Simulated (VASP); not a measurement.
Input of a VASP 6.6.1 run:

The input INCAR:

```
SYSTEM = Ta
ALGO = Normal
EDIFF = 1E-6
ENCUT = 520
GGA = PE
ISIF = 2
ISMEAR = 0
LASPH = .TRUE.
LCHARG = .TRUE.
LELF = .TRUE.
LREAL = .FALSE.
LVHAR = .TRUE.
LWAVE = .FALSE.
NBANDS = 12
NELM = 80
PREC = Accurate
SIGMA = 0.15
```

File KPOINTS:

```
k-points
0
G
  20 20 20
  0 0 0
```

The input POSCAR:

```
Ta
1.0
   -1.6265108000      1.6265108000      1.6760492000
    1.6265108000     -1.6265108000      1.6760492000
    1.6265108000      1.6265108000     -1.6760492000
Ta
1
Direct
    0.0000000000      0.0000000000      0.0000000000
```

Potentials or basis: VASP PAW PBE potentials, release 64 (Ta_pv).

The run is started by

```console
$ cat potpaw_PBE.64/Ta_pv/POTCAR > POTCAR
$ mpirun -np 1 vasp_std > vasp.out
```

Q: Predict the band gap on the k mesh.

A: Zero (an odd number of electrons rules out a gap without spin polarisation).

Q: Predict the pressure.

A: 6.6 GPa.

Stress tensor (GPa, compression positive):
```
7.86 0.00 0.00
0.00 7.86 0.00
0.00 0.00 4.18
```

Caveat: the cell differs from its parent crystal (strain -0.015 along x and y, +0.015 along z); the cell stands under pressure; spin-orbit coupling is left out, which moves the levels of the heavy elements.
